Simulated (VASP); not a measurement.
# Si (P6_3/mmc) in VASP: further runs

Runs on Si. Level: r2SCAN. Tasks: single point.

All numbers are computed with VASP 6.6.1; they aren't measurements. Logs are shortened: lines on timing, memory, paths and dates and some standing lists are left out, and cuts for length are marked.

## Step 1: The cell of the first run

Symmetry: P6_3/mmc, No. 194, hexagonal system. The conventional cell has a = 2.532 Å, b = 2.532 Å, c = 4.281 Å, α = 90.00°, β = 90.00°, γ = 120.00°. Si (site symmetry -6m2) has 12 Si at 2.53 to 2.59 Å within 3.3 Å.

This isn't the form of Si at room conditions, which is diamond.

## Step 2: Single point, r2SCAN (strain -0.050 along x and y, -0.050 along z)

POSCAR reads:

```
Si
1.0
    2.5322986339      0.0000000000      0.0000000000
   -1.2661493170      2.1930349470      0.0000000000
    0.0000000000      0.0000000000      4.2809558065
Si
2
Direct
    0.3333333333      0.6666666667      0.2500000000
    0.6666666667      0.3333333333      0.7500000000
```

INCAR.step1 reads:

```
PREC = Accurate
ENCUT = 520
ISMEAR = 0
SIGMA = 0.15
LREAL = F
LASPH = T
NELM = 60
NBANDS = 11
GGA = PE
ALGO = Normal
EDIFF = 1E-4
LWAVE = T
LCHARG = F
```

INCAR.step2 reads:

```
PREC = Accurate
ENCUT = 520
EDIFF = 1E-6
ISMEAR = 0
SIGMA = 0.15
LREAL = F
LASPH = T
NELM = 60
ALGO = Normal
ISIF = 2
LWAVE = F
LCHARG = T
METAGGA = R2SCAN
LMIXTAU = T
LELF = T
LVHAR = T
NBANDS = 11
ISTART = 1
```

KPOINTS reads:

```
regular mesh
0
Gamma
  24 24 10
```

Potentials or basis: VASP PAW PBE potentials, release 64 (Si).

Run with:

```bash
$ cat potpaw_PBE.64/Si/POTCAR > POTCAR
$ cp INCAR.step1 INCAR
$ mpirun -np 1 vasp_std > vasp.out
$ cp INCAR.step2 INCAR
$ mpirun -np 1 vasp_std > vasp.out
```

OUTCAR:

```text
PREC = Accurate
   ENCUT = 520
   EDIFF = 1E-6
   ISMEAR = 0
   LREAL = F
   LASPH = T
   NELM = 60
   ISIF = 2
   METAGGA = R2SCAN
   ISTART = 1

 ion  position               nearest neighbor table
   1  0.333  0.667  0.250-   2 2.59   2 2.59   2 2.59   2 2.59   2 2.59   2 2.59
   2  0.667  0.333  0.750-   1 2.59   1 2.59   1 2.59   1 2.59   1 2.59   1 2.59

  LATTYP: Found a hexagonal cell.
 ALAT       =     2.5322986339
 C/A-ratio  =     1.6905414508

  Lattice vectors:

 A1 = (   2.5322986339,   0.0000000000,   0.0000000000)
 A2 = (  -1.2661493170,   2.1930349470,   0.0000000000)
 A3 = (   0.0000000000,   0.0000000000,   4.2809558065)

Analysis of symmetry for initial positions (statically):
=====================================================================
 Subroutine PRICEL returns:
 Original cell was already a primitive cell.

 Routine SETGRP: Setting up the symmetry group for a
 hexagonal supercell.

 Subroutine GETGRP returns: Found 24 space group operations
 (whereof 12 operations were pure point group operations)
 out of a pool of 24 trial point group operations.

The static configuration has the point symmetry D_3d.
 The point group associated with its full space group is D_6h.

Analysis of symmetry for dynamics (positions and initial velocities):
=====================================================================
 Subroutine PRICEL returns:
 Original cell was already a primitive cell.

 Routine SETGRP: Setting up the symmetry group for a
 hexagonal supercell.

 Subroutine GETGRP returns: Found 24 space group operations
 (whereof 12 operations were pure point group operations)
 out of a pool of 24 trial point group operations.

The dynamic configuration has the point symmetry D_3d.
 The point group associated with its full space group is D_6h.

 Subroutine INISYM returns: Found 24 space group operations
 (whereof 12 operations are pure point group operations),
 and found     1 'primitive' translations

----------------------------------------------------------------------------------------

                                     Primitive cell

  volume of cell :      23.7739

  direct lattice vectors                    reciprocal lattice vectors
     2.532298634  0.000000000  0.000000000     0.394898132  0.227994543  0.000000000
    -1.266149317  2.193034947  0.000000000     0.000000000  0.455989086  0.000000000
     0.000000000  0.000000000  4.280955806     0.000000000  0.000000000  0.233592694

  length of vectors
     2.532298634  2.532298634  4.280955806     0.455989086  0.455989086  0.233592694

  position of ions in fractional coordinates (direct lattice)
     0.333333333  0.666666667  0.250000000
     0.666666667  0.333333333  0.750000000

  ion indices of the primitive-cell ions
   primitive index   ion index
                 1           1
                 2           2

----------------------------------------------------------------------------------------

 KPOINTS: regular mesh

Automatic generation of k-mesh.
 Grid dimensions read from file:
 generate k-points for:   24   24   10

 Generating k-lattice:

  Cartesian coordinates                     Fractional coordinates (reciprocal lattice)
     0.016454089  0.009499773  0.000000000     0.041666667  0.000000000  0.000000000
     0.000000000  0.018999545  0.000000000     0.000000000  0.041666667  0.000000000
     0.000000000  0.000000000  0.023359269     0.000000000  0.000000000  0.100000000

  Length of vectors
     0.018999545  0.018999545  0.023359269

  Shift w.r.t. Gamma in fractional coordinates (k-lattice)
     0.000000000  0.000000000  0.000000000

 Subroutine IBZKPT returns following result:
 ===========================================

 Found    366 irreducible k-points:

 Following reciprocal coordinates:
            Coordinates               Weight
  0.000000  0.000000  0.000000      1.000000
  0.041667  0.000000  0.000000      6.000000
  0.083333  0.000000  0.000000      6.000000
  0.125000  0.000000  0.000000      6.000000
  0.166667  0.000000  0.000000      6.000000
  0.208333  0.000000  0.000000      6.000000
[... 16 lines left out ...]
  0.416667  0.041667  0.000000     12.000000
  0.458333  0.041667  0.000000     12.000000
 [... further k-points ...]
   k-points           NKPTS =    366   k-points in BZ     NKDIM =    366   number of bands    NBANDS=     11
   number of dos      NEDOS =    301   number of ions     NIONS =      2
   total plane-waves  NPLWV =  12800
   dimension x,y,z NGX =    20 NGY =   20 NGZ =   32
   dimension x,y,z NGXF=    40 NGYF=   40 NGZF=   64
   ions per type =               2
   NGX,Y,Z   is equivalent  to a cutoff of  13.13, 13.13, 12.43 a.u.
   NGXF,Y,Z  is equivalent  to a cutoff of  26.26, 26.26, 24.85 a.u.
 SYSTEM =  unknown system
   PREC   = accura    normal or accurate (medium, high low for compatibility)
   ISTART =      1    job   : 0-new  1-cont  2-samecut
   ICHARG =      0    charge: 1-file 2-atom 10-const
   ISPIN  =      1    spin polarized calculation?
   LNONCOLLINEAR =      F non collinear calculations
   LSORBIT =      F    spin-orbit coupling
   LASPH  =      T    aspherical Exc in radial PAW
   ENCUT  =  520.0 eV  38.22 Ry    6.18 a.u.   4.71  4.71  7.96*2*pi/ulx,y,z
   NELM   =     60;   NELMIN=  2; NELMDL=  0     # of ELM steps
   EDIFF  = 0.1E-05   stopping-criterion for ELM
   LREAL  =      F    real-space projection
   EDIFFG = 0.1E-04   stopping-criterion for IOM
   NSW    =      0    number of steps for IOM
   IBRION =     -1    ionic relax: 0-MD 1-quasi-New 2-CG
   NFREE  =      0    steps in history (QN), initial steepest desc. (CG)
   ISIF   =      2    stress and relaxation
   ISYM   =      2    0-nonsym 1-usesym 2-fastsym
   POTIM  = 0.5000    time-step for ionic-motion
   TEBEG  =    0.0;   TEEND  =   0.0 temperature during run
   PSTRESS=    0.0 pullay stress
   NELECT =       8.0000    total number of electrons
   NUPDOWN=      -1.0000    fix difference up-down
   EMIN   =  10.00;   EMAX   =-10.00  energy-range for DOS
   EFERMI =   0.00;   METHOD = LEGACY
   ISMEAR =     0;   SIGMA  =   0.15  broadening in eV -4-tet -1-fermi 0-gaus
   EFERMI_NEDOS =   21; number of points for ismear=-14 and -15
   IALGO  =     38    algorithm
   IMIX   =      4    mixing-type and parameters
     AMIX     =   0.40;   BMIX     =  1.00
     AMIX_MAG =   1.60;   BMIX_MAG =  1.00
  volume/ion in A,a.u.               =      11.89        80.22
  Fermi-wavevector in a.u.,A,eV,Ry     =   1.138687  2.151807 17.641429  1.296608
  Thomas-Fermi vector in A             =   2.275391
   LORBIT       =      0    0 simple, 1 ext, 2 COOP (PROOUT), +10 PAW based schemes
   METAGGA = R2SCAN    functional components
   LHFCALC =     F    Hartree Fock is set to
   AEXX    =    0.0000 exact exchange contribution
   IVDW    =     0    specifies the selected vdW correction
   LEPSILON=     F    determine dielectric tensor
   LRPA    =     F    only Hartree local field effects (RPA)
 non-spin polarized calculation
 Gauss-broadening in eV      SIGMA  =   0.15
  energy-cutoff  :      520.00
  volume of cell :       23.77
 maximum number of plane-waves:       652
 NGX is ok and might be reduce to    20
   NGX =  9   NGY =  9   NGZ = 15

 number of electron       8.0000001 magnetization

 Free energy of the ion-electron system (eV)
  ---------------------------------------------------
  ext. energy  EPLUGINS =         0.00000000
  ---------------------------------------------------
  free energy    TOTEN  =       -15.95561571 eV

  energy without entropy =      -15.94858350  energy(sigma->0) =      -15.95209961

 E-fermi :  12.9951     XC(G=0): -12.8406

 val. band max:       12.9877443029   @ k =   0.2917   0.0000   0.5000
 cond. band min:      13.0064975421   @ k =   0.2500   0.0417   0.3000
 fundamental gap:      0.0187532392
 Fermi energy:        12.9950578021

 k-point     1 :       0.0000    0.0000    0.0000
  band No.  band energies     occupation
      1      -4.3764      2.00000
      2       3.8105      2.00000
      3       3.9163      2.00000
      4      24.1789      0.00000
      5      24.1789      0.00000
      6      24.8928      0.00000
      7      24.8929      0.00000
      8      25.2359      0.00000
      9      26.7387      0.00000
     10      29.0583      0.00000
     11      30.3212      0.00000

 k-point     2 :       0.0417    0.0000    0.0000
  band No.  band energies     occupation
      1      -4.3208      2.00000
      2       3.8643      2.00000
      3       3.9688      2.00000
      4      22.8735      0.00000
      5      23.3801      0.00000
      6      24.6483      0.00000
      7      25.7876      0.00000
      8      26.0184      0.00000
      9      26.7386      0.00000
     10      29.0822      0.00000
     11      29.4667      0.00000

 k-point     3 :       0.0833    0.0000    0.0000
  band No.  band energies     occupation
      1      -4.1541      2.00000
      2       4.0255      2.00000
      3       4.1263      2.00000
      4      20.9259      0.00000
      5      22.4013      0.00000
      6      24.1383      0.00000
      7      26.3504      0.00000
      8      26.6641      0.00000
      9      27.0539      0.00000
     10      27.8675      0.00000
     11      28.5728      0.00000

 k-point     4 :       0.1250    0.0000    0.0000
  band No.  band energies     occupation
      1      -3.8766      2.00000
      2       4.2930      2.00000
      3       4.3887      2.00000
      4      18.9026      0.00000
      5      21.5015      0.00000
      6      23.4521      0.00000
      7      25.4422      0.00000
      8      26.0434      0.00000
      9      27.5151      0.00000
     10      27.7653      0.00000
     11      28.0210      0.00000
[... 239 lines left out ...]
 k-point    22 :       0.3750    0.0417    0.0000
  band No.  band energies     occupation
      1       0.6149      2.00000
      2       6.7901      2.00000
      3       8.6565      2.00000
      4       8.9880      2.00000
      5      14.7823      0.00000
      6      15.1184      0.00000
      7      17.1354      0.00000
      8      21.3540      0.00000
      9      23.9246      0.00000
     10      24.9693      0.00000
     11      28.0561      0.00000

 k-point    23 :       0.4167    0.0417    0.0000
  band No.  band energies     occupation
      1       1.6914      2.00000
      2       5.4795      2.00000
      3       9.6573      2.00000
      4       9.8215      2.00000
      5      13.4742      0.00001
      6      13.7099      0.00000
      7      16.9015      0.00000
      8      21.1575      0.00000
      9      23.7560      0.00000
     10      24.7581      0.00000
     11      27.9700      0.00000

 k-point    24 :       0.4583    0.0417    0.0000
  band No.  band energies     occupation
      1       2.8596      2.00000
      2       4.1490      2.00000
      3      10.6160      2.00000
      4      10.7856      2.00000
      5      12.3121      2.00000
      6      12.5467      1.99998
      7      16.7898      0.00000
      8      21.0587      0.00000
      9      23.6716      0.00000
     10      24.6523      0.00000
     11      27.9230      0.00000

 [... further k-points ...]
[... 5 lines left out ...]
  --------------------------------------------------------------------------------------
  -------------------------------------------------------------------------------------
  Total        2.7109622      2.7109622      3.1578400     -0.0000000      0.0000000      0.0000000
  in kB      182.6975906    182.6975906    212.8136513     -0.0000000      0.0000000      0.0000000
  external PRESSURE =     192.7362775 kB  Pullay stress =       0.0000000 kB

 VOLUME and BASIS-vectors are now :
 -----------------------------------------------------------------------------
  energy-cutoff  :      520.00
  volume of cell :       23.77
      direct lattice vectors                 reciprocal lattice vectors
     2.532298634  0.000000000  0.000000000     0.394898132  0.227994543  0.000000000
    -1.266149317  2.193034947  0.000000000     0.000000000  0.455989086  0.000000000
     0.000000000  0.000000000  4.280955806     0.000000000  0.000000000  0.233592694

 POSITION                                       TOTAL-FORCE (eV/Angst)
 -----------------------------------------------------------------------------------
     -0.00000      1.46202      1.07024         0.000000     -0.000000      0.000000
      1.26615      0.73101      3.21072        -0.000000      0.000000      0.000000
 -----------------------------------------------------------------------------------
    total drift:                                0.000000     -0.000000     -0.000000

  FREE ENERGIE OF THE ION-ELECTRON SYSTEM (eV)
  ---------------------------------------------------
  free  energy   TOTEN  =       -15.9556157124 eV

  energy  without entropy=      -15.9485835028  energy(sigma->0) =      -15.95209961
```

It took 2 min on 1 thread of AMD EPYC 9R45 (Zen 5), shared host; peak memory 0.16 GiB.

Results:

- Free energy: -15.9556 eV
- Pressure: 19.3 GPa
- Band gap on the k mesh: zero (bands 4 and 5 overlap by 15.23 eV)

Stress tensor (GPa, compression positive):
```
18.27  0.00  0.00
 0.00 18.27  0.00
 0.00  0.00 21.28
```

Caveat: the cell differs from its parent crystal (strain -0.050 along x and y, -0.050 along z); the cell stands under pressure; the PAW data sets were made with another functional, which shifts forces and pressure a little.

## Step 3: Single point, r2SCAN (strain -0.050 along x and y, -0.025 along z)

Changes to POSCAR since step 2:

```diff
@@ -4,3 +4,3 @@
    -1.2661493170      2.1930349470      0.0000000000
-    0.0000000000      0.0000000000      4.2809558065
+    0.0000000000      0.0000000000      4.3936125382
 Si
```

INCAR.step1 reads:

```
SYSTEM = Si
  ALGO = Normal
  EDIFF = 1E-4
  ENCUT = 520
  GGA = PE
  ISMEAR = 0
  LASPH = .TRUE.
  LCHARG = .FALSE.
  LREAL = .FALSE.
  LWAVE = .TRUE.
  NBANDS = 11
  NELM = 80
  PREC = Accurate
  SIGMA = 0.15
```

INCAR.step2 reads:

```
SYSTEM = Si
  ALGO = Normal
  EDIFF = 1E-7
  ENCUT = 520
  ISIF = 2
  ISMEAR = 0
  ISTART = 1
  LASPH = .TRUE.
  LCHARG = .FALSE.
  LMIXTAU = .TRUE.
  LREAL = .FALSE.
  LWAVE = .FALSE.
  METAGGA = R2SCAN
  NBANDS = 11
  NELM = 80
  PREC = Accurate
  SIGMA = 0.15
```

KPOINTS reads:

```
k-points
0
G
  24 24 10
  0 0 0
```

Potentials or basis: VASP PAW PBE potentials, release 64 (Si).

Run with:

```bash
$ cat potpaw_PBE.64/Si/POTCAR > POTCAR
$ cp INCAR.step1 INCAR
$ mpirun -np 1 vasp_std > vasp.out
$ cp INCAR.step2 INCAR
$ mpirun -np 1 vasp_std > vasp.out
```

OUTCAR:

```text
SYSTEM = Si
   EDIFF = 1E-7
   ENCUT = 520
   ISIF = 2
   ISMEAR = 0
   ISTART = 1
   LASPH = .TRUE.
   LREAL = .FALSE.
   METAGGA = R2SCAN
   NELM = 80
   PREC = Accurate

 ion  position               nearest neighbor table
   1  0.333  0.667  0.250-   2 2.64   2 2.64   2 2.64   2 2.64   2 2.64   2 2.64
   2  0.667  0.333  0.750-   1 2.64   1 2.64   1 2.64   1 2.64   1 2.64   1 2.64

  LATTYP: Found a hexagonal cell.
 ALAT       =     2.5322986339
 C/A-ratio  =     1.7350293837

  Lattice vectors:

 A1 = (   2.5322986339,   0.0000000000,   0.0000000000)
 A2 = (  -1.2661493170,   2.1930349470,   0.0000000000)
 A3 = (   0.0000000000,   0.0000000000,   4.3936125382)

Analysis of symmetry for initial positions (statically):
=====================================================================
 Subroutine PRICEL returns:
 Original cell was already a primitive cell.

 Routine SETGRP: Setting up the symmetry group for a
 hexagonal supercell.

 Subroutine GETGRP returns: Found 24 space group operations
 (whereof 12 operations were pure point group operations)
 out of a pool of 24 trial point group operations.

The static configuration has the point symmetry D_3d.
 The point group associated with its full space group is D_6h.
[... 167 lines left out ...]
 fundamental gap:      0.0626847878
 Fermi energy:        12.6150513630

 k-point     1 :       0.0000    0.0000    0.0000
  band No.  band energies     occupation
      1      -4.4931      2.00000
      2       3.0933      2.00000
      3       3.5937      2.00000
      4      24.0914      0.00000
      5      24.0914      0.00000
      6      24.1573      0.00000
      7      24.7628      0.00000
      8      24.7628      0.00000
      9      25.0214      0.00000
     10      28.8510      0.00000
     11      29.6857      0.00000
[... 309 lines left out ...]
 k-point    24 :       0.4583    0.0417    0.0000
  band No.  band energies     occupation
      1       2.7502      2.00000
      2       4.0361      2.00000
      3      10.0761      2.00000
      4      10.3218      2.00000
      5      11.6242      2.00000
      6      12.2583      1.99923
      7      16.6402      0.00000
      8      20.8658      0.00000
      9      22.9597      0.00000
     10      24.4173      0.00000
     11      27.0774      0.00000

 [... further k-points ...]
[... 5 lines left out ...]
  --------------------------------------------------------------------------------------
  -------------------------------------------------------------------------------------
  Total        2.4206659      2.4206659      1.8805009     -0.0000000      0.0000000      0.0000000
  in kB      158.9509791    158.9509791    123.4815019     -0.0000000      0.0000000      0.0000000
  external PRESSURE =     147.1278200 kB  Pullay stress =       0.0000000 kB

 VOLUME and BASIS-vectors are now :
 -----------------------------------------------------------------------------
  energy-cutoff  :      520.00
  volume of cell :       24.40
      direct lattice vectors                 reciprocal lattice vectors
     2.532298634  0.000000000  0.000000000     0.394898132  0.227994543  0.000000000
    -1.266149317  2.193034947  0.000000000     0.000000000  0.455989086  0.000000000
     0.000000000  0.000000000  4.393612538     0.000000000  0.000000000  0.227603138

 POSITION                                       TOTAL-FORCE (eV/Angst)
 -----------------------------------------------------------------------------------
     -0.00000      1.46202      1.09840        -0.000000      0.000000      0.000000
      1.26615      0.73101      3.29521         0.000000     -0.000000      0.000000
 -----------------------------------------------------------------------------------
    total drift:                               -0.000000      0.000000     -0.000000

  FREE ENERGIE OF THE ION-ELECTRON SYSTEM (eV)
  ---------------------------------------------------
  free  energy   TOTEN  =       -16.0214121498 eV

  energy  without entropy=      -16.0152640413  energy(sigma->0) =      -16.01833810
```

OSZICAR.step1:

```text
N       E                     dE             d eps       ncg     rms          rms(c)
DAV:   1     0.608572520153E+01    0.60857E+01   -0.35875E+03  8060   0.625E+02
DAV:   2    -0.924250693756E+01   -0.15328E+02   -0.14656E+02 10538   0.883E+01
DAV:   3    -0.965824394980E+01   -0.41574E+00   -0.41254E+00 10432   0.115E+01
DAV:   4    -0.965949006998E+01   -0.12461E-02   -0.12460E-02  9807   0.791E-01
DAV:   5    -0.965949369442E+01   -0.36244E-05   -0.36252E-05 10044   0.391E-02    0.528E+00
DAV:   6    -0.962386272583E+01    0.35631E-01   -0.75578E-03  9189   0.428E-01    0.294E+00
DAV:   7    -0.960302231810E+01    0.20840E-01   -0.15134E-02  8845   0.608E-01    0.184E-01
DAV:   8    -0.960284463409E+01    0.17768E-03   -0.20146E-04 10653   0.998E-02    0.200E-02
DAV:   9    -0.960284248724E+01    0.21469E-05   -0.51519E-06  5289   0.139E-02
   1 F= -.96028425E+01 E0= -.95994782E+01  d E =-.672854E-02
```

Run time: 2.9 min. Hardware: 1 thread of AMD EPYC 9R45 (Zen 5), shared host; peak memory 0.17 GiB.

Results:

| Item | Value |
| --- | --- |
| Free energy | -16.0214 eV |
| Pressure | 14.7 GPa |
| Band gap on the k mesh | zero (bands 4 and 5 overlap by 15.38 eV) |

Levels at points of the mesh, in eV from the Fermi level:
| k point | band 2 | band 3 | band 4 | band 5 | band 6 | band 7 |
| --- | --- | --- | --- | --- | --- | --- |
| (0.00, 0.00, 0.00) | -9.52 | -9.02 | 11.48 | 11.48 | 11.54 | 12.15 |
| (0.50, 0.00, 0.00) | -9.16 | -2.31 | -2.11 | -1.30 | -0.64 | 4.93 |
| (0.00, 0.00, 0.50) | -15.12 | 0.12 | 0.12 | 13.05 | 13.05 | 13.05 |
| (0.50, 0.00, 0.50) | -7.81 | -6.81 | -6.81 | 6.64 | 6.64 | 6.83 |

Caveat: the cell differs from its parent crystal (strain -0.050 along x and y, -0.025 along z); the cell stands under pressure; the PAW data sets were made with another functional, which shifts forces and pressure a little.

[end of part 1 of 3]
